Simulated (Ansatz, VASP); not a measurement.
## One calculation of Mg, two programs

```
Mg
1.0
    -1.99737    1.99737    1.99737
     1.99737   -1.99737    1.99737
     1.99737    1.99737   -1.99737
Mg
1
Direct
  0.00000 0.00000 0.00000
```

Alike in both runs: task single point; functional PBE; k mesh 14 × 14 × 14; occupations gaussian, width 0.1 eV; no spin polarisation.

|  | VASP | Ansatz |
| --- | --- | --- |
| version | VASP 6.6.1 | Ansatz 0.2.0 |
| potentials or method | VASP PAW PBE potentials, release 64 (Mg), cutoff 520 eV | scalar-relativistic, plane waves, PAW |
| valence electrons in the cell | 2 | 10 |

VASP gave:

| Quantity | Value |
| --- | --- |
| gap on the k mesh at the Fermi level (eV) | none |
| pressure (GPa) | -5.8 |

Q: Estimate Ansatz's values.

A: gap on the k mesh at the Fermi level (eV): none; pressure (GPa): -5.7.

A gap of «none» marks a metal or a gap that the smearing closes. VASP's potentials hold 2 valence electrons a cell and Ansatz's 10, so a difference there can come from the potentials and not from the codes.
